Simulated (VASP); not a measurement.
# Sc (Fm-3m) in VASP: a series of runs, part 2 of 3

VASP 6.6.1. The steps go on from the part before.

**4. Electric field gradients, PBE (volume scaled by 1.025)**

INCAR

```
PREC     = Accurate       # precision mode
ENCUT    = 520            # plane-wave cutoff, eV
EDIFF    = 1E-8           # SCF threshold, eV
ISMEAR   = -1             # smearing method
SIGMA    = 0.03           # smearing width, eV
LREAL    = F              # projectors in reciprocal space
LASPH    = T              # aspherical terms in the spheres
NELM     = 80             # most SCF steps
ALGO     = Normal         # electronic algorithm
ISIF     = 2              # what is computed and relaxed
LWAVE    = F              # write WAVECAR
LCHARG   = F              # write CHGCAR
GGA      = PE             # functional
LEFG     = T            
NBANDS   = 12             # bands
```

KPOINTS

```
Automatic mesh
0
Gamma
  12 12 12
```

POSCAR

```
Sc
1.0
    0.0000000000      2.2892653138      2.2892653138
    2.2892653138      0.0000000000      2.2892653138
    2.2892653138      2.2892653138      0.0000000000
Sc
1
Direct
    0.0000000000      0.0000000000      0.0000000000
```

Potentials or basis: VASP PAW PBE potentials, release 64 (Sc_sv).

Command:

```sh
> cat potpaw_PBE.64/Sc_sv/POTCAR > POTCAR
> mpirun -np 1 vasp_std > vasp.out
```

OUTCAR:

```text
PREC = Accurate
   ENCUT = 520
   EDIFF = 1E-8
   ISMEAR = -1
   LREAL = F
   LASPH = T
   NELM = 80
   ISIF = 2
   GGA = PE

 ion  position               nearest neighbor table
   1  0.000  0.000  0.000-

  LATTYP: Found a face centered cubic cell.
 ALAT       =     4.5785306276

  Lattice vectors:

 A1 = (   0.0000000000,   2.2892653138,   2.2892653138)
 A2 = (   2.2892653138,   0.0000000000,   2.2892653138)
[... 565 lines left out ...]
    total drift:                               -0.000000      0.000000      0.000000

  FREE ENERGIE OF THE ION-ELECTRON SYSTEM (eV)
  ---------------------------------------------------
  free  energy   TOTEN  =        -6.2013305543 eV

  energy  without entropy=       -6.1965736812  energy(sigma->0) =       -6.19895212

 Electric field gradients (V/A^2)
---------------------------------------------------------------------
 ion       V_xx      V_yy      V_zz      V_xy      V_xz      V_yz
---------------------------------------------------------------------
   1      -0.000    -0.000    -0.000    -0.000    -0.000    -0.000
---------------------------------------------------------------------

 Electric field gradients after diagonalization (V/A^2)
 (convention: |V_zz| > |V_xx| > |V_yy|)
----------------------------------------------------------------------
 ion       V_xx      V_yy      V_zz     asymmetry (V_yy - V_xx)/ V_zz
----------------------------------------------------------------------
   1       0.000     0.000    -0.001       0.000
----------------------------------------------------------------------

           NMR quadrupolar parameters

 Cq : quadrupolar parameter    Cq=e*Q*V_zz/h
 eta: asymmetry parameters     (V_yy - V_xx)/ V_zz
 Q  : nuclear electric quadrupole moment in mb (millibarn)
----------------------------------------------------------------------
 ion       Cq(MHz)       eta       Q (mb)
----------------------------------------------------------------------
   1      -0.000       0.000       1.000
----------------------------------------------------------------------
```

Wall time 25 s (1 thread of Intel Xeon 8259CL, shared host); peak memory 0.15 GiB.

What came out:

```yaml
Free_energy: -6.2013 eV
Pressure: 1.5 GPa
```

Levels at points of the mesh, in eV from the Fermi level:
```csv
k point,band 1,band 2,band 3,band 4,band 5,band 6,band 7,band 8,band 9,band 10
"(0.00, 0.00, 0.00)",-49.37,-27.77,-27.77,-27.77,-5.24,1.62,1.62,1.62,3.04,3.04
"(0.50, 0.00, 0.00)",-49.30,-28.20,-27.83,-27.83,-1.80,0.28,1.50,1.50,3.97,3.97
"(0.50, 0.50, 0.00)",-49.28,-28.17,-27.92,-27.92,-1.58,-0.66,2.01,3.96,4.20,4.20
```

Caveat: without QUAD_EFG the Cq values of the log hold for a quadrupole moment of 1 mb, not for the nuclei.

**5. Electric field gradients, PBE (volume scaled by 1.05)**

INCAR

```
SYSTEM = Sc
PREC = Accurate ; ENCUT = 520
EDIFF = 1E-8 ; ISMEAR = -1
SIGMA = 0.03 ; LREAL = .FALSE.
LASPH = .TRUE. ; NELM = 100
ALGO = Normal ; ISIF = 2
LWAVE = .FALSE. ; LCHARG = .FALSE.
GGA = PE ; LEFG = .TRUE.
NBANDS = 12
```

KPOINTS

```
Automatic mesh
0
G
  12 12 12
  0 0 0
```

POSCAR

```
Sc
1.0
    0.0000000000      2.3077279282      2.3077279282
    2.3077279282      0.0000000000      2.3077279282
    2.3077279282      2.3077279282      0.0000000000
Sc
1
Direct
    0.0000000000      0.0000000000      0.0000000000
```

Potentials or basis: VASP PAW PBE potentials, release 64 (Sc_sv).

Command:

```sh
> cat potpaw_PBE.64/Sc_sv/POTCAR > POTCAR
> mpirun -np 1 vasp_std > vasp.out
```

OUTCAR:

```text
SYSTEM = Sc
   PREC = Accurate
   ENCUT = 520
   EDIFF = 1E-8
   ISMEAR = -1
   LREAL = .FALSE.
   LASPH = .TRUE.
   NELM = 100
   ISIF = 2
   GGA = PE

 ion  position               nearest neighbor table
   1  0.000  0.000  0.000-

  LATTYP: Found a face centered cubic cell.
 ALAT       =     4.6154558564

  Lattice vectors:

 A1 = (   0.0000000000,   2.3077279282,   2.3077279282)
 A2 = (   2.3077279282,   0.0000000000,   2.3077279282)
 A3 = (   2.3077279282,   2.3077279282,   0.0000000000)

Analysis of symmetry for initial positions (statically):
=====================================================================
 Subroutine PRICEL returns:
 Original cell was already a primitive cell.

 Routine SETGRP: Setting up the symmetry group for a
 face centered cubic supercell.

 Subroutine GETGRP returns: Found 48 space group operations
 (whereof 48 operations were pure point group operations)
 out of a pool of 48 trial point group operations.

The static configuration has the point symmetry O_h .

Analysis of symmetry for dynamics (positions and initial velocities):
=====================================================================
 Subroutine PRICEL returns:
 Original cell was already a primitive cell.

 Routine SETGRP: Setting up the symmetry group for a
 face centered cubic supercell.

 Subroutine GETGRP returns: Found 48 space group operations
 (whereof 48 operations were pure point group operations)
 out of a pool of 48 trial point group operations.

The dynamic configuration has the point symmetry O_h .
[... 159 lines left out ...]
      7       5.3391      0.00000
      8       5.3391      0.00000
      9       6.7199      0.00000
     10       6.7199      0.00000
     11      16.2742      0.00000
     12      19.6766      0.00000
[... 331 lines left out ...]
 k-point    24 :      -0.4167    0.1667    0.0000
  band No.  band energies     occupation
      1     -45.6102      2.00000
      2     -24.4508      2.00000
      3     -24.2150      2.00000
      4     -24.1576      2.00000
      5       2.4857      2.00000
      6       3.6618      1.91372
      7       4.8008      0.00000
      8       5.6340      0.00000
      9       7.4204      0.00000
     10       8.3419      0.00000
     11      10.4834      0.00000
     12      14.9872      0.00000

 [... further k-points ...]

------------------------ aborting loop because EDIFF is reached ----------------------------------------

  FORCE on cell =-STRESS in cart. coord.  units (eV):
  Direction    XX          YY          ZZ          XY          YZ          ZX
  --------------------------------------------------------------------------------------
  -------------------------------------------------------------------------------------
  Total        0.0287681      0.0287681      0.0287681     -0.0000000      0.0000000     -0.0000000
  in kB        1.8751573      1.8751573      1.8751573     -0.0000000      0.0000000     -0.0000000
  external PRESSURE =       1.8751573 kB  Pullay stress =       0.0000000 kB

 VOLUME and BASIS-vectors are now :
 -----------------------------------------------------------------------------
  energy-cutoff  :      520.00
  volume of cell :       24.58
      direct lattice vectors                 reciprocal lattice vectors
     0.000000000  2.307727928  2.307727928    -0.216663322  0.216663322  0.216663322
     2.307727928  0.000000000  2.307727928     0.216663322 -0.216663322  0.216663322
     2.307727928  2.307727928  0.000000000     0.216663322  0.216663322 -0.216663322

 POSITION                                       TOTAL-FORCE (eV/Angst)
 -----------------------------------------------------------------------------------
      0.00000      0.00000      0.00000        -0.000000     -0.000000     -0.000000
 -----------------------------------------------------------------------------------
    total drift:                                0.000000      0.000000     -0.000000

  FREE ENERGIE OF THE ION-ELECTRON SYSTEM (eV)
  ---------------------------------------------------
  free  energy   TOTEN  =        -6.2046647838 eV

  energy  without entropy=       -6.1998712849  energy(sigma->0) =       -6.20226803

 Electric field gradients (V/A^2)
---------------------------------------------------------------------
 ion       V_xx      V_yy      V_zz      V_xy      V_xz      V_yz
---------------------------------------------------------------------
   1      -0.000    -0.000     0.000    -0.001    -0.001    -0.001
---------------------------------------------------------------------

 Electric field gradients after diagonalization (V/A^2)
 (convention: |V_zz| > |V_xx| > |V_yy|)
----------------------------------------------------------------------
 ion       V_xx      V_yy      V_zz     asymmetry (V_yy - V_xx)/ V_zz
----------------------------------------------------------------------
   1       0.001     0.001    -0.001       0.000
----------------------------------------------------------------------

           NMR quadrupolar parameters

 Cq : quadrupolar parameter    Cq=e*Q*V_zz/h
 eta: asymmetry parameters     (V_yy - V_xx)/ V_zz
 Q  : nuclear electric quadrupole moment in mb (millibarn)
----------------------------------------------------------------------
 ion       Cq(MHz)       eta       Q (mb)
----------------------------------------------------------------------
   1      -0.000       0.000       1.000
----------------------------------------------------------------------
```

OSZICAR:

```text
N       E                     dE             d eps       ncg     rms          rms(c)
DAV:   1     0.747569719774E+02    0.74757E+02   -0.50685E+03  1728   0.892E+02
DAV:   2    -0.543700208411E+01   -0.80194E+02   -0.78649E+02  1728   0.284E+02
DAV:   3    -0.687028258265E+01   -0.14333E+01   -0.14081E+01  2328   0.498E+01
DAV:   4    -0.689382342933E+01   -0.23541E-01   -0.23518E-01  2180   0.514E+00
DAV:   5    -0.689419337516E+01   -0.36995E-03   -0.36994E-03  2348   0.591E-01    0.533E+00
DAV:   6    -0.628503672313E+01    0.60916E+00   -0.91993E-01  2592   0.137E+01    0.157E+00
DAV:   7    -0.620948819249E+01    0.75549E-01   -0.18027E-01  2708   0.579E+00    0.590E-01
DAV:   8    -0.620541630509E+01    0.40719E-02   -0.15904E-02  2136   0.183E+00    0.182E-01
DAV:   9    -0.620466705062E+01    0.74925E-03   -0.26438E-03  2564   0.740E-01    0.281E-02
DAV:  10    -0.620466663826E+01    0.41236E-06   -0.62449E-05  2672   0.992E-02    0.796E-03
DAV:  11    -0.620466450511E+01    0.21332E-05   -0.40361E-06  2652   0.305E-02    0.803E-04
DAV:  12    -0.620466478425E+01   -0.27914E-06   -0.29927E-08  2208   0.188E-03    0.274E-04
DAV:  13    -0.620466478376E+01    0.48954E-09   -0.50156E-09  1124   0.108E-03
   1 F= -.62046648E+01 E0= -.62022680E+01  d E =-.479350E-02
```

Run time: 29 s. Hardware: 1 thread of Intel Xeon 8259CL, shared host; peak memory 0.15 GiB.

Results:

```
Free energy : -6.2047 eV
Pressure    : 0.2 GPa
```

Caveat: without QUAD_EFG the Cq values of the log hold for a quadrupole moment of 1 mb, not for the nuclei.

[end of part 2 of 3]
